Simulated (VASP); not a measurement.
Here is a VASP 6.6.1 calculation.

The input INCAR:

```
SYSTEM = ZnC4
PREC = Accurate
ENCUT = 600
EDIFF = 1E-7
ISMEAR = 0
SIGMA = 0.1
LREAL = .False.
LASPH = .True.
NELM = 60
ALGO = Normal
ISIF = 3
LWAVE = .False.
LCHARG = .False.
GGA = PE
IBRION = 2
NSW = 90
EDIFFG = -0.04
```

File KPOINTS:

```
Automatic mesh
0
Gamma
  6 6 6
  0 0 0
```

The input POSCAR:

```
ZnC4
1.0
   -2.8745112200      2.8745112200      1.7843847500
    2.8745112200     -2.8745112200      1.7843847500
    2.8745112200      2.8745112200     -1.7843847500
Zn C
1 4
Direct
    0.0000000000      0.0000000000      0.0000000000
    0.1997231400      0.3999603200      0.5996834600
    0.8002768600      0.6000396800      0.4003165400
    0.3999603200      0.8002768600      0.2002371800
    0.6000396800      0.1997231400      0.7997628200
```

Potentials or basis: VASP PAW PBE potentials, release 64 (Zn, C).

Run with:

```console
$ cat potpaw_PBE.64/Zn/POTCAR potpaw_PBE.64/C/POTCAR > POTCAR
$ mpirun -np 1 vasp_std > vasp.out
```

Task: Estimate the band gap on the k mesh.

Result: Zero (band 14 reaches 5.53 eV, above the bottom of band 15 at 3.36 eV).

Task: What does it give for the relaxed volume?

Result: 9.90 Å³/atom.

Stress tensor (GPa, compression positive):
```
0.11 0.00 0.00
0.00 0.11 0.00
0.00 0.00 0.43
```

Caveat: the volume moved by over 15 % at a fixed basis, so the end points are rough.
